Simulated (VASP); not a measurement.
Write the native input for VASP 6.6.1 that does the following.

* Task: single point
* Functional: PBEsol
* Potentials or basis: VASP PAW PBE potentials, release 64 (Be, S)
* Cutoff: 520 eV
* k mesh: 10 × 10 × 10
* Occupations: gaussian, width 0.05 eV
* Spin: no spin polarisation
* Dipole correction: no
* Further INCAR settings: ALGO = Normal; EDIFF = 1e-06; NBANDS = 11

The structure of BeS lies in POSCAR:

```
BeS
1.0
    0.0000000000      2.5312569920      2.3361855025
    2.3361855025      0.0000000000      2.3361855025
    2.3361855025      2.5312569920      0.0000000000
Be S
1 1
Direct
    0.0000000000      0.0000000000      0.0000000000
    0.7500000000      0.7500000000      0.7500000000
```

One way to write it, as run:

INCAR

```
SYSTEM = BeS
PREC = Accurate
ENCUT = 520
EDIFF = 1E-6
ISMEAR = 0
SIGMA = 0.05
LREAL = .False.
LASPH = .True.
NELM = 80
ALGO = Normal
ISIF = 2
LWAVE = .False.
LCHARG = .True.
GGA = PS
LELF = .True.
LVHAR = .True.
NBANDS = 11
```

KPOINTS

```
Automatic mesh
0
Gamma
  10 10 10
  0 0 0
```

Potentials or basis: VASP PAW PBE potentials, release 64 (Be, S).

Command:

```console
$ cat potpaw_PBE.64/Be/POTCAR potpaw_PBE.64/S/POTCAR > POTCAR
$ mpirun -np 1 vasp_std > vasp.out
```

It gave:

```
Pressure               : 2.6 GPa
Band gap on the k mesh : 2.48 eV (least direct gap 5.40 eV)
```

Caveat: the PAW data sets were made with another functional, which shifts forces and pressure a little.

It took 18 s on 1 thread of Intel(R) Xeon(R) Platinum 8559C (Emerald Rapids), with other jobs on the host, peak memory 0.16 GiB.
